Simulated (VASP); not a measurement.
# BaTiO3 (R3m) in VASP: a series of runs

Runs on BaTiO3. Level: PBE. Tasks: single point.

All numbers are computed with VASP 6.6.1; they aren't measurements. Logs are shortened: lines on timing, memory, paths and dates and some standing lists are left out, and cuts for length are marked.

**1. The cell of the first run**

Symmetry: R3m, No. 160, trigonal system. The conventional cell has a = 5.540 Å, b = 5.540 Å, c = 6.811 Å, α = 90.00°, β = 90.00°, γ = 120.00°. Within 3.6 Å of Ba (site symmetry 3m) lie 12 O at 2.73 to 2.82 Å and 8 Ti at 3.31 to 3.50 Å. Within 2.4 Å of Ti (site symmetry 3m) lie 6 O at 1.84 to 2.09 Å. Within 2.4 Å of O (site symmetry m) lie 2 Ti at 1.84 to 2.09 Å.

**2. Single point, PBE (12.07 Å³/atom)**

The input, INCAR:

```
SYSTEM = BaTiO3
ALGO     = Normal         ! electronic algorithm
EDIFF    = 1E-6           ! SCF threshold, eV
ENCUT    = 520            ! plane-wave cutoff, eV
GGA      = PE             ! functional
ISIF     = 2              ! what is computed and relaxed
ISMEAR   = -1             ! smearing method
LASPH    = .True.         ! aspherical terms in the spheres
LCHARG   = .True.         ! write CHGCAR
LELF     = .True.         ! ELF
LREAL    = .False.        ! projectors in reciprocal space
LVHAR    = .True.       
LWAVE    = .False.        ! write WAVECAR
NBANDS   = 28             ! bands
NELM     = 80             ! most SCF steps
PREC     = Accurate       ! precision mode
SIGMA    = 0.05           ! smearing width, eV
```

The input, KPOINTS:

```
k-points
0
Gamma
  9 9 9
  0 0 0
```

The input, POSCAR:

```
BaTiO3
1.0
    2.7699444471      1.5992281722      2.2704176869
   -2.7699444471      1.5992281722      2.2704176869
    0.0000000000     -3.1984563444      2.2704176869
Ba Ti O
1 1 3
Direct
    0.0000000000      0.0000000000      0.0000000000
    0.5140000000      0.5140000000      0.5140000000
    0.4916000000      0.4916000000      0.9815000000
    0.4916000000      0.9815000000      0.4916000000
    0.9815000000      0.4916000000      0.4916000000
```

Potentials or basis: VASP PAW PBE potentials, release 64 (Ba_sv, Ti_sv, O).

On the command line:

```bash
cat potpaw_PBE.64/Ba_sv/POTCAR potpaw_PBE.64/Ti_sv/POTCAR potpaw_PBE.64/O/POTCAR > POTCAR
mpirun -np 1 vasp_std > vasp.out
```

OUTCAR:

```text
SYSTEM = BaTiO3
   EDIFF = 1E-6
   ENCUT = 520
   GGA = PE
   ISIF = 2
   ISMEAR = -1
   LASPH = .True.
   LREAL = .False.
   NELM = 80
   PREC = Accurate

 ion  position               nearest neighbor table
   1  0.000  0.000  0.000-   4 2.73   5 2.73   3 2.73   3 2.77   3 2.77   4 2.77   5 2.77   5 2.77
                             4 2.77   5 2.82   4 2.82   3 2.82   2 3.31   2 3.36   2 3.36   2 3.36
   2  0.514  0.514  0.514-   4 1.84   5 1.84   3 1.84   4 2.09   5 2.09   3 2.09   1 3.31   1 3.36
                             1 3.36   1 3.36   1 3.43   1 3.43   1 3.43   1 3.50
   3  0.492  0.492  0.981-   2 1.84   2 2.09   1 2.73   1 2.77   1 2.77   1 2.82
   4  0.492  0.981  0.492-   2 1.84   2 2.09   1 2.73   1 2.77   1 2.77   1 2.82
   5  0.981  0.492  0.492-   2 1.84   2 2.09   1 2.73   1 2.77   1 2.77   1 2.82

  LATTYP: Found a trigonal (rhomboedric) cell.
 ALAT       =     3.9223614647
 COS(alpha) =     0.0025827226

  Lattice vectors:

 A1 = (   2.7699444471,   1.5992281722,   2.2704176869)
 A2 = (  -2.7699444471,   1.5992281722,   2.2704176869)
 A3 = (   0.0000000000,  -3.1984563444,   2.2704176869)

Analysis of symmetry for initial positions (statically):
=====================================================================
 Subroutine PRICEL returns:
 Original cell was already a primitive cell.

 Routine SETGRP: Setting up the symmetry group for a
 trigonal (rhombohedral) supercell.

 Subroutine GETGRP returns: Found  6 space group operations
 (whereof  6 operations were pure point group operations)
 out of a pool of 12 trial point group operations.

The static configuration has the point symmetry C_3v.

Analysis of symmetry for dynamics (positions and initial velocities):
=====================================================================
 Subroutine PRICEL returns:
 Original cell was already a primitive cell.

 Routine SETGRP: Setting up the symmetry group for a
 trigonal (rhombohedral) supercell.

 Subroutine GETGRP returns: Found  6 space group operations
 (whereof  6 operations were pure point group operations)
 out of a pool of 12 trial point group operations.

The dynamic configuration has the point symmetry C_3v.

 Subroutine INISYM returns: Found  6 space group operations
 (whereof  6 operations are pure point group operations),
 and found     1 'primitive' translations

----------------------------------------------------------------------------------------

                                     Primitive cell

  volume of cell :      60.3446

  direct lattice vectors                    reciprocal lattice vectors
     2.769944447  1.599228172  2.270417687     0.180509035  0.104216940  0.146815864
    -2.769944447  1.599228172  2.270417687    -0.180509035  0.104216940  0.146815864
     0.000000000 -3.198456344  2.270417687     0.000000000 -0.208433880  0.146815864

  length of vectors
     3.922361465  3.922361465  3.922361465     0.254950152  0.254950152  0.254950152

  position of ions in fractional coordinates (direct lattice)
     0.000000000  0.000000000  0.000000000
     0.514000000  0.514000000  0.514000000
     0.491600000  0.491600000  0.981500000
     0.491600000  0.981500000  0.491600000
     0.981500000  0.491600000  0.491600000

  ion indices of the primitive-cell ions
   primitive index   ion index
                 1           1
                 2           2
                 3           3
                 4           4
                 5           5

----------------------------------------------------------------------------------------

 KPOINTS: k-points

Automatic generation of k-mesh.
 Grid dimensions read from file:
 generate k-points for:    9    9    9

 Generating k-lattice:

  Cartesian coordinates                     Fractional coordinates (reciprocal lattice)
     0.020056559  0.011579660  0.016312874     0.111111111  0.000000000 -0.000000000
    -0.020056559  0.011579660  0.016312874     0.000000000  0.111111111 -0.000000000
     0.000000000 -0.023159320  0.016312874    -0.000000000 -0.000000000  0.111111111

  Length of vectors
     0.028327795  0.028327795  0.028327795

  Shift w.r.t. Gamma in fractional coordinates (k-lattice)
     0.000000000  0.000000000  0.000000000

 Subroutine IBZKPT returns following result:
 ===========================================

 Found     85 irreducible k-points:

 Following reciprocal coordinates:
            Coordinates               Weight
  0.000000  0.000000  0.000000      1.000000
  0.111111  0.000000  0.000000      6.000000
  0.222222 -0.000000 -0.000000      6.000000
  0.333333 -0.000000 -0.000000      6.000000
  0.444444 -0.000000 -0.000000      6.000000
  0.111111  0.111111  0.000000      6.000000
[... 16 lines left out ...]
 -0.333333  0.333333  0.000000      6.000000
  0.444444  0.444444 -0.000000      6.000000
 [... further k-points ...]
   k-points           NKPTS =     85   k-points in BZ     NKDIM =     85   number of bands    NBANDS=     28
   number of dos      NEDOS =    301   number of ions     NIONS =      5
   total plane-waves  NPLWV =  27000
   dimension x,y,z NGX =    30 NGY =   30 NGZ =   30
   dimension x,y,z NGXF=    60 NGYF=   60 NGZF=   60
   ions per type =               1   1   3
   NGX,Y,Z   is equivalent  to a cutoff of  12.72, 12.72, 12.72 a.u.
   NGXF,Y,Z  is equivalent  to a cutoff of  25.43, 25.43, 25.43 a.u.
 SYSTEM =  BaTiO3
   PREC   = accura    normal or accurate (medium, high low for compatibility)
   ISTART =      0    job   : 0-new  1-cont  2-samecut
   ICHARG =      2    charge: 1-file 2-atom 10-const
   ISPIN  =      1    spin polarized calculation?
   LNONCOLLINEAR =      F non collinear calculations
   LSORBIT =      F    spin-orbit coupling
   LASPH  =      T    aspherical Exc in radial PAW
   ENCUT  =  520.0 eV  38.22 Ry    6.18 a.u.   7.29  7.29  7.29*2*pi/ulx,y,z
   NELM   =     80;   NELMIN=  2; NELMDL= -5     # of ELM steps
   EDIFF  = 0.1E-05   stopping-criterion for ELM
   LREAL  =      F    real-space projection
   EDIFFG = 0.1E-04   stopping-criterion for IOM
   NSW    =      0    number of steps for IOM
   IBRION =     -1    ionic relax: 0-MD 1-quasi-New 2-CG
   NFREE  =      0    steps in history (QN), initial steepest desc. (CG)
   ISIF   =      2    stress and relaxation
   ISYM   =      2    0-nonsym 1-usesym 2-fastsym
   POTIM  = 0.5000    time-step for ionic-motion
   TEBEG  =    0.0;   TEEND  =   0.0 temperature during run
   PSTRESS=    0.0 pullay stress
   NELECT =      40.0000    total number of electrons
   NUPDOWN=      -1.0000    fix difference up-down
   EMIN   =  10.00;   EMAX   =-10.00  energy-range for DOS
   EFERMI =   0.00;   METHOD = LEGACY
   ISMEAR =    -1;   SIGMA  =   0.05  broadening in eV -4-tet -1-fermi 0-gaus
   EFERMI_NEDOS =   21; number of points for ismear=-14 and -15
   IALGO  =     38    algorithm
   IMIX   =      4    mixing-type and parameters
     AMIX     =   0.40;   BMIX     =  1.00
     AMIX_MAG =   1.60;   BMIX_MAG =  1.00
  volume/ion in A,a.u.               =      12.07        81.45
  Fermi-wavevector in a.u.,A,eV,Ry     =   1.427410  2.697413 27.721852  2.037499
  Thomas-Fermi vector in A             =   2.547582
   LORBIT       =      0    0 simple, 1 ext, 2 COOP (PROOUT), +10 PAW based schemes
   GGA     = PE    functional components
   LHFCALC =     F    Hartree Fock is set to
   AEXX    =    0.0000 exact exchange contribution
   IVDW    =     0    specifies the selected vdW correction
   LEPSILON=     F    determine dielectric tensor
   LRPA    =     F    only Hartree local field effects (RPA)
 non-spin polarized calculation
  energy-cutoff  :      520.00
  volume of cell :       60.34
 maximum number of plane-waves:      1647
 NGX is ok and might be reduce to    30
   NGX = 15   NGY = 15   NGZ = 15

 number of electron      39.9999999 magnetization

 Free energy of the ion-electron system (eV)
  ---------------------------------------------------
  ext. energy  EPLUGINS =         0.00000000
  ---------------------------------------------------
  free energy    TOTEN  =       -39.67183823 eV

  energy without entropy =      -39.67183823  energy(sigma->0) =      -39.67183823

 E-fermi :   5.4283     XC(G=0): -11.5650

 val. band max:        4.2186444435   @ k =   0.4444   0.4444   0.4444
 cond. band min:       6.7636931354   @ k =   0.0000   0.0000   0.0000
 fundamental gap:      2.5450486919
 Fermi energy:         5.4283172461

 k-point     1 :       0.0000    0.0000    0.0000
  band No.  band energies     occupation
      1     -51.7709      2.00000
      2     -28.0741      2.00000
      3     -28.0741      2.00000
      4     -28.0608      2.00000
      5     -20.4210      2.00000
      6     -12.6958      2.00000
[... 20 lines left out ...]
     27       9.4032      0.00000
     28      12.3317      0.00000

 k-point     2 :       0.1111    0.0000    0.0000
  band No.  band energies     occupation
      1     -51.7707      2.00000
      2     -28.0808      2.00000
      3     -28.0737      2.00000
      4     -28.0624      2.00000
      5     -20.4021      2.00000
      6     -12.7106      2.00000
[... 20 lines left out ...]
     27       9.6741      0.00000
     28      12.6383      0.00000

 k-point     3 :       0.2222   -0.0000   -0.0000
  band No.  band energies     occupation
      1     -51.7703      2.00000
      2     -28.1012      2.00000
      3     -28.0728      2.00000
      4     -28.0629      2.00000
      5     -20.3538      2.00000
      6     -12.7945      2.00000
[... 20 lines left out ...]
     27      10.3956      0.00000
     28      13.0116      0.00000

 k-point     4 :       0.3333   -0.0000   -0.0000
  band No.  band energies     occupation
      1     -51.7698      2.00000
      2     -28.1254      2.00000
      3     -28.0718      2.00000
      4     -28.0623      2.00000
      5     -20.2975      2.00000
      6     -12.9351      2.00000
[... 578 lines left out ...]
     27      12.9496      0.00000
     28      14.0974      0.00000

 k-point    23 :      -0.3333    0.3333    0.0000
  band No.  band energies     occupation
      1     -51.7687      2.00000
      2     -28.1263      2.00000
      3     -28.1166      2.00000
      4     -28.0644      2.00000
      5     -20.2106      2.00000
      6     -12.6397      2.00000
[... 20 lines left out ...]
     27      13.1041      0.00000
     28      13.3650      0.00000

 k-point    24 :       0.4444    0.4444   -0.0000
  band No.  band energies     occupation
      1     -51.7680      2.00000
      2     -28.1398      2.00000
      3     -28.1315      2.00000
      4     -28.0634      2.00000
      5     -20.1623      2.00000
      6     -12.4411      2.00000
[... 20 lines left out ...]
     27      12.7685      0.00000
     28      14.5042      0.00000

 [... further k-points ...]
[... 5 lines left out ...]
  --------------------------------------------------------------------------------------
  -------------------------------------------------------------------------------------
  Total        7.6606785      7.6606785      7.2513758      0.0000000      0.0000000      0.0000000
  in kB      203.3945531    203.3945531    192.5273765      0.0000000      0.0000000      0.0000000
  external PRESSURE =     199.7721609 kB  Pullay stress =       0.0000000 kB

 VOLUME and BASIS-vectors are now :
 -----------------------------------------------------------------------------
  energy-cutoff  :      520.00
  volume of cell :       60.34
      direct lattice vectors                 reciprocal lattice vectors
     2.769944447  1.599228172  2.270417687     0.180509035  0.104216940  0.146815864
    -2.769944447  1.599228172  2.270417687    -0.180509035  0.104216940  0.146815864
     0.000000000 -3.198456344  2.270417687     0.000000000 -0.208433880  0.146815864

 POSITION                                       TOTAL-FORCE (eV/Angst)
 -----------------------------------------------------------------------------------
      0.00000      0.00000      0.00000        -0.000000     -0.000000      0.051725
      0.00000      0.00000      3.50098        -0.000000     -0.000000     -0.827445
      0.00000     -1.56692      4.46069        -0.000000     -0.654133      0.258573
     -1.35700      0.78346      4.46069        -0.566496      0.327067      0.258573
      1.35700      0.78346      4.46069         0.566496      0.327067      0.258573
 -----------------------------------------------------------------------------------
    total drift:                               -0.000000      0.000003     -0.000495

  FREE ENERGIE OF THE ION-ELECTRON SYSTEM (eV)
  ---------------------------------------------------
  free  energy   TOTEN  =       -39.6718382281 eV

  energy  without entropy=      -39.6718382281  energy(sigma->0) =      -39.67183823
```

It took 3.2 min on 1 thread of Intel Xeon 8259CL, shared host; peak memory 0.28 GiB.

Results:

```
Free energy            : -39.6718 eV
Pressure               : 20.0 GPa
Largest force          : 0.827 eV/Å
Band gap on the k mesh : 2.55 eV (least direct gap 2.84 eV)
```

Forces in eV/Å, atoms in the order of the input:
```
Ba   0.000  0.000  0.052
Ti   0.000  0.000 -0.827
O    0.000 -0.654  0.259
O   -0.566  0.327  0.259
O    0.566  0.327  0.259
```

Caveat: the cell stands under pressure; spin-orbit coupling is left out, which moves the levels of the heavy elements. A k mesh can miss the band edges.

[end of part 1 of 2]
